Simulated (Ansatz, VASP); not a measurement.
CaH8 in VASP and in Ansatz

INCAR

```
  PREC = Accurate
  ENCUT = 600
  EDIFF = 1E-7
  ISMEAR = 0
  SIGMA = 0.1
  LREAL = False
  LASPH = True
  NELM = 100
  ALGO = Normal
  ISIF = 3
  LWAVE = False
  LCHARG = False
  GGA = PE
  IBRION = 2
  NSW = 90
  EDIFFG = -0.04
```

KPOINTS

```
Automatic mesh
0
Gamma
  4 4 4
```

File POSCAR:

```
CaH8
1.0
    0.0000000000      3.2674512400      3.2674512400
    3.2674512400      0.0000000000      3.2674512400
    3.2674512400      3.2674512400      0.0000000000
Ca H
1 8
Direct
    0.5000000000      0.5000000000      0.5000000000
    0.6640921800      0.6640921800      0.6640921800
    0.6640921800      0.6640921800      0.0077234500
    0.6640921800      0.0077234500      0.6640921800
    0.0077234500      0.6640921800      0.6640921800
    0.3359078200      0.3359078200      0.9922765500
    0.3359078200      0.3359078200      0.3359078200
    0.3359078200      0.9922765500      0.3359078200
    0.9922765500      0.3359078200      0.3359078200
```

Input for Ansatz:

```yaml
crystal:
  lattice:
    - [0.0, 3.26745124, 3.26745124]
    - [3.26745124, 0.0, 3.26745124]
    - [3.26745124, 3.26745124, 0.0]
  atoms:
    - { symbol: Ca, position: [0.5, 0.5, 0.5] }
    - { symbol: H, position: [0.66409218, 0.66409218, 0.66409218] }
    - { symbol: H, position: [0.66409218, 0.66409218, 0.00772345] }
    - { symbol: H, position: [0.66409218, 0.00772345, 0.66409218] }
    - { symbol: H, position: [0.00772345, 0.66409218, 0.66409218] }
    - { symbol: H, position: [0.33590782, 0.33590782, 0.99227655] }
    - { symbol: H, position: [0.33590782, 0.33590782, 0.33590782] }
    - { symbol: H, position: [0.33590782, 0.99227655, 0.33590782] }
    - { symbol: H, position: [0.99227655, 0.33590782, 0.33590782] }
basis:
  ecutwfc: 420
kpoints:
  mp_grid: { grid: [4, 4, 4] }
hamiltonian:
  xc: pbe
scf:
  occupations: { method: gaussian, width: 0.1 }
  lower_state_search: "off"
output:
  forces: true
  stress: true
  eigenvalues: true
relax:
  adjacent_minimum: "off"
  f_tol: 0.04
  max_steps: 70
  cell: { stress_tol: 0.4 }
```

Alike in both runs: task relaxation of cell and atoms; functional PBE; k mesh 4 × 4 × 4; occupations gaussian, width 0.1 eV; no spin polarisation.

|  | VASP | Ansatz |
| --- | --- | --- |
| version | VASP 6.6.1 | Ansatz 0.2.0 |
| potentials or method | VASP PAW PBE potentials, release 64 (Ca_sv, H), cutoff 600 eV | scalar-relativistic, plane waves, PAW |
| valence electrons in the cell | 18 | 18 |

Ansatz gave:

| Property | Result |
| --- | --- |
| gap on the k mesh at the Fermi level, each at its own relaxed structure (eV) | none |
| relaxed volume (Å³/atom) | 9.87 |
| relaxed length of the cell vector where the two differ most in proportion (Å) | 5.008 |

Which values does VASP return?

gap on the k mesh at the Fermi level, each at its own relaxed structure (eV): none; relaxed volume (Å³/atom): 9.83; relaxed length of the cell vector where the two differ most in proportion (Å): 5.002.

A gap of «none» marks a metal or a gap that the smearing closes.

The k mesh is coarse, so the values compare programs but aren't converged. Noted on VASP's run: the volume moved by over 15 % at a fixed basis, so the end points are rough.
